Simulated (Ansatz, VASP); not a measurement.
One calculation of BaTiO3, two programs

The input INCAR:

```
SYSTEM = BaTiO3
  ALGO = Normal
  EDIFF = 1E-6
  ENCUT = 520
  GGA = PE
  ISIF = 2
  ISMEAR = 0
  LASPH = .TRUE.
  LCHARG = .FALSE.
  LREAL = .FALSE.
  LWAVE = .FALSE.
  NBANDS = 28
  NELM = 60
  PREC = Accurate
  SIGMA = 0.05
```

Contents of KPOINTS:

```
k-points
0
G
  8 8 6
  0 0 0
```

Contents of POSCAR:

```
BaTiO3
1.0
    3.9255733564      0.0000000000      0.0000000000
    0.0000000000      3.9255733564      0.0000000000
    0.0000000000      0.0000000000      4.0757530286
Ba Ti O
1 1 3
Direct
    0.0000000000      0.0000000000      0.9863187693
    0.5000000000      0.5000000000      0.4690806688
    0.5000000000      0.5000000000      0.0378497747
    0.5000000000      0.0000000000      0.5173753936
    0.0000000000      0.5000000000      0.5173753936
```

Input for Ansatz:

```yaml
crystal:
  lattice:
    - [3.9255733564, 0.0, 0.0]
    - [0.0, 3.9255733564, 0.0]
    - [0.0, 0.0, 4.0757530286]
  atoms:
    - { symbol: Ba, position: [0.0, 0.0, 0.9863187693] }
    - { symbol: Ti, position: [0.5, 0.5, 0.4690806688] }
    - { symbol: O, position: [0.5, 0.5, 0.0378497747] }
    - { symbol: O, position: [0.5, 0.0, 0.5173753936] }
    - { symbol: O, position: [0.0, 0.5, 0.5173753936] }
basis:
  ecutwfc: 420
kpoints:
  mp_grid: { grid: [8, 8, 6] }
hamiltonian:
  xc: pbe
scf:
  occupations: { method: gaussian, width: 0.05 }
output:
  forces: true
  stress: true
  eigenvalues: true
  write_density: true
  write_potential: true
  elf: true
  volumetric_format: npy
```

Change from the starting cell: strain -0.015 along x and y, -0.030 along z, atoms carried along.

Alike in both runs: task single point; functional PBE; k mesh 8 × 8 × 6; occupations gaussian, width 0.05 eV; no spin polarisation.

|  | VASP | Ansatz |
| --- | --- | --- |
| version | VASP 6.6.1 | Ansatz 0.2.0 |
| potentials or method | VASP PAW PBE potentials, release 64 (Ba_sv, Ti_sv, O), cutoff 520 eV | scalar-relativistic, plane waves, PAW |
| valence electrons in the cell | 40 | 40 |

```tsv
	VASP	Ansatz	Ansatz less VASP
gap on the k mesh at the Fermi level (eV)	1.92	1.99	+0.068
least direct gap on the mesh (eV)	2.45	2.49	+0.040
pressure (GPa)	12.7	10.8	-1.97
traceless stress, the component that is largest in VASP (GPa)	2.22	2.11	-0.106
rms of the force components (eV/Å)	0.438	0.402	-0.0367
```

Atom by atom the forces differ by 0.041 eV/Å (rms over components).

Neither program's run includes spin-orbit coupling.
